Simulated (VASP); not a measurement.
Here is a VASP 6.6.1 calculation.

File INCAR:

```
ALGO = Normal
EDIFF = 1E-6
ENCUT = 500
GGA = CA
GGA_COMPAT = False
ISIF = 2
ISMEAR = -1
LASPH = True
LCHARG = False
LREAL = False
LWAVE = False
NBANDS = 8
NELM = 120
PREC = Accurate
SIGMA = 0.1
```

KPOINTS

```
k-points
0
Gamma
  16 16 16
```

The input POSCAR:

```
As
1.0
    0.0000000000      2.0521085331      2.0521085331
    2.0521085331      0.0000000000      2.0521085331
    2.0521085331      2.0521085331      0.0000000000
As
1
Direct
    0.0000000000      0.0000000000      0.0000000000
```

Potentials or basis: VASP PAW LDA potentials, release 64 (As).

Run with:

```bash
$ cat potpaw_LDA.64/As/POTCAR > POTCAR
$ mpirun -np 1 vasp_std > vasp.out
```

Predict the band gap on the k mesh.

zero (an odd number of electrons rules out a gap without spin polarisation).

What does it give for the pressure?

5.4 GPa.

Caveat: the cell stands under pressure.
